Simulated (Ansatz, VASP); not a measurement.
Cu: VASP beside Ansatz

```
Cu
1.0
     2.53410    0.00000    0.00000
    -1.26705    2.19459    0.00000
     0.00000    0.00000    4.11257
Cu
2
Direct
  0.66667 0.33333 0.75000
  0.33333 0.66667 0.25000
```

Alike in both runs: task single point; functional PBE; k mesh 12 × 12 × 7; occupations fermi-dirac, width 0.05 eV; no spin polarisation.

|  | VASP | Ansatz |
| --- | --- | --- |
| version | VASP 6.6.1 | Ansatz 0.2.0 |
| potentials or method | VASP PAW PBE potentials, release 64 (Cu), cutoff 520 eV | all-electron LAPW, scalar-relativistic |

|  | VASP | Ansatz | Ansatz less VASP |
| --- | --- | --- | --- |
| gap on the k mesh at the Fermi level (eV) | none | none | - |
| pressure (GPa) | 7.9 | 7.3 | -0.60 |
| traceless stress, the component that is largest in VASP (GPa) | 0.23 | 0.30 | +0.074 |

A gap of «none» marks a metal or a gap that the smearing closes. Ansatz ran all-electron here, and VASP with PAW potentials.
